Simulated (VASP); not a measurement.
# Ge (Imma) in VASP: single point with r2SCAN

Aim: the single point of Ge with r2SCAN.

Program: VASP 6.6.1. These are calculated values, not measurements. Logs are shortened: lines on timing, memory, paths and dates and some standing lists are left out, and cuts for length are marked.

## Step 1: The cell of the first run

The typed cell holds 4 atoms: a = 2.819 Å, b = 3.903 Å, c = 7.279 Å, α = 90.01°, β = 90.00°, γ = 111.17°.

## Step 2: Single point, r2SCAN

POSCAR reads:

```
Ge
1.0
    0.0000000000      0.0000000000     -2.8186432096
   -2.5738610839      2.5731635146      1.4093216048
    5.1477221678      5.1463270292      0.0000000000
Ge
4
Direct
    0.2502114235      0.2500000000      0.1250000000
    0.7502114235      0.2500000000      0.6250000000
    0.2497885765      0.7500000000      0.3750000000
    0.7497885765      0.7500000000      0.8750000000
```

INCAR.step1 reads:

```
  PREC = Accurate
  ENCUT = 520
  ISMEAR = 0
  SIGMA = 0.15
  LREAL = F
  LASPH = T
  NELM = 60
  NBANDS = 36
  GGA = PE
  ALGO = Normal
  EDIFF = 1E-4
  LWAVE = T
  LCHARG = F
```

INCAR.step2 reads:

```
  PREC = Accurate
  ENCUT = 520
  EDIFF = 1E-7
  ISMEAR = 0
  SIGMA = 0.15
  LREAL = F
  LASPH = T
  NELM = 60
  ALGO = Normal
  ISIF = 2
  LWAVE = F
  LCHARG = F
  METAGGA = R2SCAN
  LMIXTAU = T
  NBANDS = 36
  ISTART = 1
```

KPOINTS reads:

```
regular mesh
0
Gamma
  12 12 6
```

Potentials or basis: VASP PAW PBE potentials, release 64 (Ge_d).

Started as:

```sh
$ cat potpaw_PBE.64/Ge_d/POTCAR > POTCAR
$ cp INCAR.step1 INCAR
$ mpirun -np 1 vasp_std > vasp.out
$ cp INCAR.step2 INCAR
$ mpirun -np 1 vasp_std > vasp.out
```

OUTCAR:

```text
PREC = Accurate
   ENCUT = 520
   EDIFF = 1E-7
   ISMEAR = 0
   LREAL = F
   LASPH = T
   NELM = 60
   ISIF = 2
   METAGGA = R2SCAN
   ISTART = 1

 ion  position               nearest neighbor table
   1  0.250  0.250  0.125-   3 2.67   4 2.67   3 2.67   4 2.67
   2  0.750  0.250  0.625-   4 2.67   3 2.67   4 2.67   3 2.67
   3  0.250  0.750  0.375-   2 2.67   1 2.67   1 2.67   2 2.67
   4  0.750  0.750  0.875-   1 2.67   2 2.67   1 2.67   2 2.67

  LATTYP: Found a base centered monoclinic cell.
 ALAT       =     7.2789920599
 B/A-ratio  =     0.3872298783
 C/A-ratio  =     1.0000000000
 COS(beta)  =    -0.0002710573

  Lattice vectors:

 A1 = (  -2.5738610839,   2.5731635146,  -1.4093216048)
 A2 = (  -2.5738610839,   2.5731635146,   1.4093216048)
 A3 = (   5.1477221678,   5.1463270292,   0.0000000000)

Analysis of symmetry for initial positions (statically):
=====================================================================
 Subroutine PRICEL returns following result:

  LATTYP: Found a body centered orthorhombic cell.
 ALAT       =     2.8186432096
 B/A-ratio  =     1.8258171207
 C/A-ratio  =     1.8263120888

  Lattice vectors:

 A1 = (  -2.5738610839,  -2.5731635146,   1.4093216048)
 A2 = (  -2.5738610839,   2.5731635146,  -1.4093216048)
 A3 = (   2.5738610839,  -2.5731635146,  -1.4093216048)

   2 primitive cells build up your supercell.

 Routine SETGRP: Setting up the symmetry group for a
 base centered monoclinic supercell.

 Subroutine GETGRP returns: Found  4 space group operations
 (whereof  2 operations were pure point group operations)
 out of a pool of  4 trial point group operations.

The static configuration has the point symmetry S_2 .
 The point group associated with its full space group is C_2h.

Analysis of symmetry for dynamics (positions and initial velocities):
=====================================================================
 Subroutine PRICEL returns following result:

  LATTYP: Found a body centered orthorhombic cell.
 ALAT       =     2.8186432096
 B/A-ratio  =     1.8258171207
 C/A-ratio  =     1.8263120888

  Lattice vectors:

 A1 = (  -2.5738610839,  -2.5731635146,   1.4093216048)
 A2 = (  -2.5738610839,   2.5731635146,  -1.4093216048)
 A3 = (   2.5738610839,  -2.5731635146,  -1.4093216048)

   2 primitive cells build up your supercell.
[... 105 lines left out ...]
   LSORBIT =      F    spin-orbit coupling
   LASPH  =      T    aspherical Exc in radial PAW
   ENCUT  =  520.0 eV  38.22 Ry    6.18 a.u.   5.24  7.26 13.53*2*pi/ulx,y,z
   NELM   =     60;   NELMIN=  2; NELMDL=  0     # of ELM steps
   EDIFF  = 0.1E-06   stopping-criterion for ELM
   LREAL  =      F    real-space projection
   EDIFFG = 0.1E-05   stopping-criterion for IOM
   NSW    =      0    number of steps for IOM
   IBRION =     -1    ionic relax: 0-MD 1-quasi-New 2-CG
   NFREE  =      0    steps in history (QN), initial steepest desc. (CG)
   ISIF   =      2    stress and relaxation
   ISYM   =      2    0-nonsym 1-usesym 2-fastsym
   POTIM  = 0.5000    time-step for ionic-motion
   TEBEG  =    0.0;   TEEND  =   0.0 temperature during run
   PSTRESS=    0.0 pullay stress
   NELECT =      56.0000    total number of electrons
   NUPDOWN=      -1.0000    fix difference up-down
   EMIN   =  10.00;   EMAX   =-10.00  energy-range for DOS
   EFERMI =   0.00;   METHOD = LEGACY
   ISMEAR =     0;   SIGMA  =   0.15  broadening in eV -4-tet -1-fermi 0-gaus
   EFERMI_NEDOS =   21; number of points for ismear=-14 and -15
   IALGO  =     38    algorithm
   IMIX   =      4    mixing-type and parameters
     AMIX     =   0.40;   BMIX     =  1.00
     AMIX_MAG =   1.60;   BMIX_MAG =  1.00
  volume/ion in A,a.u.               =      18.67       125.98
  Fermi-wavevector in a.u.,A,eV,Ry     =   1.487373  2.810728 30.099887  2.212279
  Thomas-Fermi vector in A             =   2.600542
   LORBIT       =      0    0 simple, 1 ext, 2 COOP (PROOUT), +10 PAW based schemes
   METAGGA = R2SCAN    functional components
   LHFCALC =     F    Hartree Fock is set to
   AEXX    =    0.0000 exact exchange contribution
   IVDW    =     0    specifies the selected vdW correction
   LEPSILON=     F    determine dielectric tensor
   LRPA    =     F    only Hartree local field effects (RPA)
 non-spin polarized calculation
 Gauss-broadening in eV      SIGMA  =   0.15
  energy-cutoff  :      520.00
  volume of cell :       74.67
 maximum number of plane-waves:      2036
 NGX is ok and might be reduce to    24
   NGX = 11   NGY = 15   NGZ = 27

 number of electron      56.0000057 magnetization

 Free energy of the ion-electron system (eV)
  ---------------------------------------------------
  ext. energy  EPLUGINS =         0.00000000
  ---------------------------------------------------
  free energy    TOTEN  =       -54.06907043 eV

  energy without entropy =      -54.05377262  energy(sigma->0) =      -54.06142152

 E-fermi :   6.6144     XC(G=0): -12.3340

 val. band max:        6.5944242950   @ k =   0.2500   0.0833   0.3333
 cond. band min:       6.6217090057   @ k =  -0.3333   0.1667  -0.0000
 fundamental gap:      0.0272847107
 Fermi energy:         6.6144483955

 k-point     1 :       0.0000    0.0000    0.0000
  band No.  band energies     occupation
      1     -18.8898      2.00000
      2     -18.8444      2.00000
      3     -18.8444      2.00000
      4     -18.8397      2.00000
      5     -18.8079      2.00000
      6     -18.8073      2.00000
[... 925 lines left out ...]
     35      12.4279      0.00000
     36      12.5867      0.00000

 [... further k-points ...]

------------------------ aborting loop because EDIFF is reached ----------------------------------------

  FORCE on cell =-STRESS in cart. coord.  units (eV):
  Direction    XX          YY          ZZ          XY          YZ          ZX
  --------------------------------------------------------------------------------------
  -------------------------------------------------------------------------------------
  Total       -0.1738490     -0.1718487      0.0000316     -0.0575650      0.0000000      0.0000000
  in kB       -3.7301837     -3.6872634      0.0006776     -1.2351401      0.0000000      0.0000000
  external PRESSURE =      -2.4722565 kB  Pullay stress =       0.0000000 kB

 VOLUME and BASIS-vectors are now :
 -----------------------------------------------------------------------------
  energy-cutoff  :      520.00
  volume of cell :       74.67
      direct lattice vectors                 reciprocal lattice vectors
     0.000000000  0.000000000 -2.818643210    -0.097130339  0.097156671 -0.354780625
    -2.573861084  2.573163515  1.409321605    -0.194260678  0.194313341  0.000000000
     5.147722168  5.146327029  0.000000000     0.097130339  0.097156671  0.000000000

 POSITION                                       TOTAL-FORCE (eV/Angst)
 -----------------------------------------------------------------------------------
      0.00000      1.28658     -0.35293         0.000000     -0.000000     -0.000207
      2.57386      3.85975     -1.76225        -0.000000     -0.000000     -0.000207
      0.00000      3.85975      0.35293         0.000000      0.000000      0.000207
      2.57386      6.43291     -1.05640         0.000000     -0.000000      0.000207
 -----------------------------------------------------------------------------------
    total drift:                                0.000000     -0.000000     -0.000000

  FREE ENERGIE OF THE ION-ELECTRON SYSTEM (eV)
  ---------------------------------------------------
  free  energy   TOTEN  =       -54.0690704324 eV

  energy  without entropy=      -54.0537726170  energy(sigma->0) =      -54.06142152
```

OSZICAR.step1:

```text
N       E                     dE             d eps       ncg     rms          rms(c)
DAV:   1     0.467855117835E+03    0.46786E+03   -0.27425E+04 20368   0.450E+03
DAV:   2     0.617721575454E+02   -0.40608E+03   -0.39619E+03 17424   0.788E+02
DAV:   3    -0.130975933666E+02   -0.74870E+02   -0.73648E+02 18856   0.200E+02
DAV:   4    -0.171018521770E+02   -0.40043E+01   -0.39677E+01 20636   0.528E+01
DAV:   5    -0.171813083788E+02   -0.79456E-01   -0.79365E-01 19644   0.824E+00    0.298E+00
DAV:   6    -0.171572007003E+02    0.24108E-01   -0.54438E-02 22884   0.275E+00    0.167E+00
DAV:   7    -0.171468984350E+02    0.10302E-01   -0.29331E-02 22788   0.199E+00    0.171E-01
DAV:   8    -0.171467365835E+02    0.16185E-03   -0.53076E-03 19604   0.978E-01    0.583E-02
DAV:   9    -0.171467700567E+02   -0.33473E-04   -0.16698E-04 13952   0.134E-01
   1 F= -.17146770E+02 E0= -.17138135E+02  d E =-.172698E-01
```

Wall time 44 min (1 thread of Oxide Virtual Turin-like, shared host); peak memory 0.5 GiB.

Results:

| Quantity | Value |
| --- | --- |
| Free energy | -54.0691 eV |
| Pressure | -0.2 GPa |
| Band gap on the k mesh | zero (bands 28 and 29 overlap by 4.86 eV) |

Caveat: the PAW data sets were made with another functional, which shifts forces and pressure a little.

The gap in the log of VASP goes by the Fermi energy; the results here count the filled bands.